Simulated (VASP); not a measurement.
CaC2, 3 atoms in the cell. Symmetry: Immm, No. 71, orthorhombic system. Conventional cell: a = 3.671 Å, b = 4.734 Å, c = 5.712 Å, α = 90.00°, β = 90.00°, γ = 90.00°. Ca (site symmetry mmm) has 12 C at 2.54 to 3.50 Å within 3.5 Å. Within 1.6 Å of C (site symmetry m2m) lie 1 C at 1.22 Å.  This cell differs from its parent crystal: ratio of the length along z to the lengths across it x 1.1, volume and fractional coordinates fixed.

| Property | Result |
| --- | --- |
| Program | VASP 6.6.1 |
| Task | single point |
| Functional | r2SCAN |
| Potentials or basis | VASP PAW PBE potentials, release 64 (Ca_sv, C) |
| Cutoff | 520 eV |
| k mesh | 8 × 8 × 8 |
| Occupations | gaussian, width 0.05 eV |
| Spin | no spin polarisation |
| Dipole correction | no |
| Further INCAR settings | ALGO = Normal; EDIFF = 1e-07; NBANDS = 16 |

Potentials or basis: VASP PAW PBE potentials, release 64 (Ca_sv, C).

Run with:

```console
$ cat potpaw_PBE.64/Ca_sv/POTCAR potpaw_PBE.64/C/POTCAR > POTCAR
$ cp INCAR.step1 INCAR
$ mpirun -np 1 vasp_std > vasp.out
$ cp INCAR.step2 INCAR
$ mpirun -np 1 vasp_std > vasp.out
```

Hardware: 1 thread of AMD EPYC 9R45 96-Core Processor (Zen 5), on a shared host.

**Question.** How long does it take, and how much memory?

**Answer.** It took 3.3 min on 1 thread of AMD EPYC 9R45 96-Core Processor (Zen 5), on a shared host, peak memory 0.21 GiB. Counts: k points 95.
